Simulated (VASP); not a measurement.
# Tl (C2/m) in VASP: single point with PBE

Aim: the single point of Tl with PBE.

All numbers are computed with VASP 6.6.1; they aren't measurements. Logs are shortened: lines on timing, memory, paths and dates and some standing lists are left out, and cuts for length are marked.

### Step 1. The cell of the first run

It takes space group C2/m (No. 12, monoclinic). Conventional cell: a = 10.754 Å, b = 7.862 Å, c = 6.632 Å, α = 90.00°, β = 112.43°, γ = 90.00°. Within 4.3 Å of Tl (site symmetry m) lie 11 Tl at 3.28 to 4.01 Å. Tl (site symmetry m) has 11 Tl at 3.28 to 4.11 Å within 4.3 Å. Tl (site symmetry 1) has 11 Tl at 3.28 to 4.06 Å within 4.3 Å.

### Step 2. Single point, PBE

The input, INCAR:

```
SYSTEM = Tl
PREC = Accurate
ENCUT = 520
EDIFF = 1E-6
ISMEAR = 0
SIGMA = 0.1
LREAL = .False.
LASPH = .True.
NELM = 100
ALGO = Fast
ISIF = 2
LWAVE = .False.
LCHARG = .True.
GGA = PE
LELF = .True.
LVHAR = .True.
NBANDS = 62
```

The input, KPOINTS:

```
Automatic mesh
0
Gamma
  4 4 4
  0 0 0
```

The input, POSCAR:

```
Tl
1.0
    5.3746788512     -3.9311320334     -0.1581447876
    5.3746788512      3.9311320334     -0.1581447876
   -2.3496580985      0.0000000000      6.2023007091
Tl
8
Direct
    0.8132864748      0.8132864748      0.2701114338
    0.1867135252      0.1867135252      0.7298885662
    0.3089907168      0.3089907168      0.2642488604
    0.6910092832      0.6910092832      0.7357511396
    0.8085896107      0.3136329660      0.2671123908
    0.6863670340      0.1914103893      0.7328876092
    0.1914103893      0.6863670340      0.7328876092
    0.3136329660      0.8085896107      0.2671123908
```

Potentials or basis: VASP PAW PBE potentials, release 64 (Tl_d).

On the command line:

```console
$ cat potpaw_PBE.64/Tl_d/POTCAR > POTCAR
$ mpirun -np 1 vasp_std > vasp.out
```

OUTCAR:

```text
SYSTEM = Tl
   PREC = Accurate
   ENCUT = 520
   EDIFF = 1E-6
   ISMEAR = 0
   LREAL = .False.
   LASPH = .True.
   NELM = 100
   ISIF = 2
   GGA = PE

 ion  position               nearest neighbor table
   1  0.813  0.813  0.270-   4 3.28   5 3.33   8 3.33   8 3.33   5 3.33   6 3.47   7 3.47   4 3.79
                             3 3.93   3 3.93   2 4.01
   2  0.187  0.187  0.730-   3 3.28   7 3.33   6 3.33   6 3.33   7 3.33   5 3.47   8 3.47   3 3.79
                             4 3.93   4 3.93   1 4.01
   3  0.309  0.309  0.264-   2 3.28   8 3.33   5 3.33   8 3.33   5 3.33   6 3.48   7 3.48   2 3.79
                             1 3.93   1 3.93   4 4.11
   4  0.691  0.691  0.736-   1 3.28   6 3.33   7 3.33   6 3.33   7 3.33   5 3.48   8 3.48   1 3.79
                             2 3.93   2 3.93   3 4.11
   5  0.809  0.314  0.267-   6 3.28   1 3.33   3 3.33   3 3.33   1 3.33   2 3.47   4 3.48   6 3.79
                             8 3.89   8 3.97   7 4.06
   6  0.686  0.191  0.733-   5 3.28   2 3.33   4 3.33   4 3.33   2 3.33   1 3.47   3 3.48   5 3.79
                             7 3.89   7 3.97   8 4.06
   7  0.191  0.686  0.733-   8 3.28   2 3.33   4 3.33   4 3.33   2 3.33   1 3.47   3 3.48   8 3.79
                             6 3.89   6 3.97   5 4.06
   8  0.314  0.809  0.267-   7 3.28   1 3.33   3 3.33   3 3.33   1 3.33   2 3.47   4 3.48   7 3.79
                             5 3.89   5 3.97   6 4.06

  LATTYP: Found a base centered monoclinic cell.
 ALAT       =    10.7540099549
 B/A-ratio  =     0.7311006871
 C/A-ratio  =     0.6167422767
 COS(beta)  =    -0.3816174198

  Lattice vectors:

 A1 = (   5.3746788512,  -3.9311320334,  -0.1581447876)
 A2 = (   5.3746788512,   3.9311320334,  -0.1581447876)
 A3 = (  -2.3496580985,   0.0000000000,   6.2023007091)

Analysis of symmetry for initial positions (statically):
=====================================================================
 Subroutine PRICEL returns:
 Original cell was already a primitive cell.

 Routine SETGRP: Setting up the symmetry group for a
 base centered monoclinic supercell.

 Subroutine GETGRP returns: Found  4 space group operations
 (whereof  4 operations were pure point group operations)
 out of a pool of  4 trial point group operations.

The static configuration has the point symmetry C_2h.

Analysis of symmetry for dynamics (positions and initial velocities):
=====================================================================
 Subroutine PRICEL returns:
 Original cell was already a primitive cell.

 Routine SETGRP: Setting up the symmetry group for a
 base centered monoclinic supercell.

 Subroutine GETGRP returns: Found  4 space group operations
 (whereof  4 operations were pure point group operations)
 out of a pool of  4 trial point group operations.

The dynamic configuration has the point symmetry C_2h.

 Subroutine INISYM returns: Found  4 space group operations
 (whereof  4 operations are pure point group operations),
 and found     1 'primitive' translations

----------------------------------------------------------------------------------------

                                     Primitive cell

  volume of cell :     259.1700

  direct lattice vectors                    reciprocal lattice vectors
     5.374678851 -3.931132033 -0.158144788     0.094077487 -0.127189826  0.035639989
     5.374678851  3.931132033 -0.158144788     0.094077487  0.127189826  0.035639989
    -2.349658098  0.000000000  6.202300709     0.004797531  0.000000000  0.163047973

  length of vectors
     6.660779353  6.660779353  6.632452583     0.162166686  0.162166686  0.163118539

  position of ions in fractional coordinates (direct lattice)
     0.813286475  0.813286475  0.270111434
     0.186713525  0.186713525  0.729888566
     0.308990717  0.308990717  0.264248860
     0.691009283  0.691009283  0.735751140
     0.808589611  0.313632966  0.267112391
     0.686367034  0.191410389  0.732887609
     0.191410389  0.686367034  0.732887609
     0.313632966  0.808589611  0.267112391

  ion indices of the primitive-cell ions
   primitive index   ion index
                 1           1
                 2           2
                 3           3
                 4           4
                 5           5
                 6           6
                 7           7
                 8           8

----------------------------------------------------------------------------------------

 KPOINTS: Automatic mesh

Automatic generation of k-mesh.
 Grid dimensions read from file:
 generate k-points for:    4    4    4

 Generating k-lattice:

  Cartesian coordinates                     Fractional coordinates (reciprocal lattice)
     0.023519372 -0.031797457  0.008909997     0.250000000  0.000000000  0.000000000
     0.023519372  0.031797457  0.008909997     0.000000000  0.250000000  0.000000000
     0.001199383  0.000000000  0.040761993     0.000000000  0.000000000  0.250000000

  Length of vectors
     0.040541672  0.040541672  0.040779635

  Shift w.r.t. Gamma in fractional coordinates (k-lattice)
     0.000000000  0.000000000  0.000000000

 Subroutine IBZKPT returns following result:
 ===========================================

 Found     24 irreducible k-points:

 Following reciprocal coordinates:
            Coordinates               Weight
  0.000000  0.000000  0.000000      1.000000
  0.250000 -0.000000  0.000000      4.000000
  0.500000 -0.000000  0.000000      2.000000
  0.250000  0.250000  0.000000      2.000000
  0.500000  0.250000 -0.000000      4.000000
 -0.250000  0.250000  0.000000      2.000000
[... 16 lines left out ...]
 -0.250000  0.250000  0.500000      2.000000
  0.500000  0.500000  0.500000      1.000000
   k-points           NKPTS =     24   k-points in BZ     NKDIM =     24   number of bands    NBANDS=     62
   number of dos      NEDOS =    301   number of ions     NIONS =      8
   total plane-waves  NPLWV = 125000
   dimension x,y,z NGX =    50 NGY =   50 NGZ =   50
   dimension x,y,z NGXF=   100 NGYF=  100 NGZF=  100
   ions per type =               8
   NGX,Y,Z   is equivalent  to a cutoff of  12.48, 12.48, 12.53 a.u.
   NGXF,Y,Z  is equivalent  to a cutoff of  24.96, 24.96, 25.07 a.u.
 SYSTEM =  Tl
   PREC   = accura    normal or accurate (medium, high low for compatibility)
   ISTART =      0    job   : 0-new  1-cont  2-samecut
   ICHARG =      2    charge: 1-file 2-atom 10-const
   ISPIN  =      1    spin polarized calculation?
   LNONCOLLINEAR =      F non collinear calculations
   LSORBIT =      F    spin-orbit coupling
   LASPH  =      T    aspherical Exc in radial PAW
   ENCUT  =  520.0 eV  38.22 Ry    6.18 a.u.  12.38 12.38 12.33*2*pi/ulx,y,z
   NELM   =    100;   NELMIN=  2; NELMDL= -5     # of ELM steps
   EDIFF  = 0.1E-05   stopping-criterion for ELM
   LREAL  =      F    real-space projection
   EDIFFG = 0.1E-04   stopping-criterion for IOM
   NSW    =      0    number of steps for IOM
   IBRION =     -1    ionic relax: 0-MD 1-quasi-New 2-CG
   NFREE  =      0    steps in history (QN), initial steepest desc. (CG)
   ISIF   =      2    stress and relaxation
   ISYM   =      2    0-nonsym 1-usesym 2-fastsym
   POTIM  = 0.5000    time-step for ionic-motion
   TEBEG  =    0.0;   TEEND  =   0.0 temperature during run
   PSTRESS=    0.0 pullay stress
   NELECT =     104.0000    total number of electrons
   NUPDOWN=      -1.0000    fix difference up-down
   EMIN   =  10.00;   EMAX   =-10.00  energy-range for DOS
   EFERMI =   0.00;   METHOD = LEGACY
   ISMEAR =     0;   SIGMA  =   0.10  broadening in eV -4-tet -1-fermi 0-gaus
   EFERMI_NEDOS =   21; number of points for ismear=-14 and -15
   IALGO  =     68    algorithm
   IMIX   =      4    mixing-type and parameters
     AMIX     =   0.40;   BMIX     =  1.00
     AMIX_MAG =   1.60;   BMIX_MAG =  1.00
  volume/ion in A,a.u.               =      32.40       218.62
  Fermi-wavevector in a.u.,A,eV,Ry     =   1.207511  2.281865 19.838415  1.458082
  Thomas-Fermi vector in A             =   2.343146
   LORBIT       =      0    0 simple, 1 ext, 2 COOP (PROOUT), +10 PAW based schemes
   GGA     = PE    functional components
   LHFCALC =     F    Hartree Fock is set to
   AEXX    =    0.0000 exact exchange contribution
   IVDW    =     0    specifies the selected vdW correction
   LEPSILON=     F    determine dielectric tensor
   LRPA    =     F    only Hartree local field effects (RPA)
 non-spin polarized calculation
 RMM-DIIS sequential band-by-band and
 Gauss-broadening in eV      SIGMA  =   0.10
  energy-cutoff  :      520.00
  volume of cell :      259.17
 maximum number of plane-waves:      7009
 NGX is ok and might be reduce to    50
   NGX = 25   NGY = 25   NGZ = 25

 number of electron     104.0000000 magnetization

 Free energy of the ion-electron system (eV)
  ---------------------------------------------------
  ext. energy  EPLUGINS =         0.00000000
  ---------------------------------------------------
  free energy    TOTEN  =       -17.57398473 eV

  energy without entropy =      -17.56635059  energy(sigma->0) =      -17.57016766

 E-fermi :   5.5378     XC(G=0):  -9.5367

 val. band max:        5.4069921757   @ k =   0.5000   0.5000   0.5000
 cond. band min:       5.5650332966   @ k =   0.5000   0.5000   0.0000
 fundamental gap:      0.1580411209
 Fermi energy:         5.5378426209

 k-point     1 :       0.0000    0.0000    0.0000
  band No.  band energies     occupation
      1      -6.4469      2.00000
      2      -6.4469      2.00000
      3      -6.4381      2.00000
      4      -6.4218      2.00000
      5      -6.4141      2.00000
      6      -6.4118      2.00000
[... 54 lines left out ...]
     61      10.0197      0.00000
     62      10.1191      0.00000

 k-point     2 :       0.2500   -0.0000    0.0000
  band No.  band energies     occupation
      1      -6.4383      2.00000
      2      -6.4165      2.00000
      3      -6.4073      2.00000
      4      -6.3974      2.00000
      5      -6.3702      2.00000
      6      -6.3650      2.00000
[... 1419 lines left out ...]
     61       8.0610      0.00000
     62       9.1534      0.00000

 k-point    24 :       0.5000    0.5000    0.5000
  band No.  band energies     occupation
      1      -6.3460      2.00000
      2      -6.3458      2.00000
      3      -6.3055      2.00000
      4      -6.3050      2.00000
      5      -6.2003      2.00000
      6      -6.2001      2.00000
[... 54 lines left out ...]
     61       9.2290      0.00000
     62       9.2300      0.00000

------------------------ aborting loop because EDIFF is reached ----------------------------------------

  FORCE on cell =-STRESS in cart. coord.  units (eV):
  Direction    XX          YY          ZZ          XY          YZ          ZX
  --------------------------------------------------------------------------------------
  -------------------------------------------------------------------------------------
  Total       -0.0567880     -0.0701523     -0.3299257      0.0000000      0.0000000      0.1166815
  in kB       -0.3510607     -0.4336783     -2.0395856      0.0000000      0.0000000      0.7213197
  external PRESSURE =      -0.9414415 kB  Pullay stress =       0.0000000 kB

 VOLUME and BASIS-vectors are now :
 -----------------------------------------------------------------------------
  energy-cutoff  :      520.00
  volume of cell :      259.17
      direct lattice vectors                 reciprocal lattice vectors
     5.374678851 -3.931132033 -0.158144788     0.094077487 -0.127189826  0.035639989
     5.374678851  3.931132033 -0.158144788     0.094077487  0.127189826  0.035639989
    -2.349658098  0.000000000  6.202300709     0.004797531  0.000000000  0.163047973

 POSITION                                       TOTAL-FORCE (eV/Angst)
 -----------------------------------------------------------------------------------
      8.10764      0.00000      1.41808        -0.004751     -0.000000      0.001692
      0.29206      0.00000      4.46793         0.004751     -0.000000     -0.001692
      2.70056      0.00000      1.54122        -0.000715     -0.000000      0.005778
      5.69914      0.00000      4.34479         0.000715     -0.000000     -0.005778
      5.40396     -1.94574      1.47924        -0.002011     -0.000357      0.004603
      2.99574     -1.94574      4.40677         0.002011     -0.000357     -0.004603
      2.99574      1.94574      4.40677         0.002011      0.000357     -0.004603
      5.40396      1.94574      1.47924        -0.002011      0.000357      0.004603
 -----------------------------------------------------------------------------------
    total drift:                               -0.000000      0.000000     -0.000000

  FREE ENERGIE OF THE ION-ELECTRON SYSTEM (eV)
  ---------------------------------------------------
  free  energy   TOTEN  =       -17.5739847315 eV

  energy  without entropy=      -17.5663505871  energy(sigma->0) =      -17.57016766
```

Run time: 5.6 min. Hardware: 1 thread of Intel Xeon Platinum 8488C (Sapphire Rapids), shared host; peak memory 0.48 GiB.

Results:

```yaml
Free_energy: -17.5740 eV
Pressure: -0.1 GPa
Largest_force: 0.006 eV/Å
Band_gap_on_the_k_mesh: zero (bands 52 and 53 overlap by 2.50 eV)
```

Forces in eV/Å, atoms in the order of the input:
```
Tl  -0.005  0.000  0.002
Tl   0.005  0.000 -0.002
Tl  -0.001  0.000  0.006
Tl   0.001  0.000 -0.006
Tl  -0.002  0.000  0.005
Tl   0.002  0.000 -0.005
Tl   0.002  0.000 -0.005
Tl  -0.002  0.000  0.005
```

Stress tensor (GPa, compression positive):
```
-0.04  0.00  0.07
 0.00 -0.04  0.00
 0.07  0.00 -0.20
```

Caveat: spin-orbit coupling is left out, which moves the levels of the heavy elements.
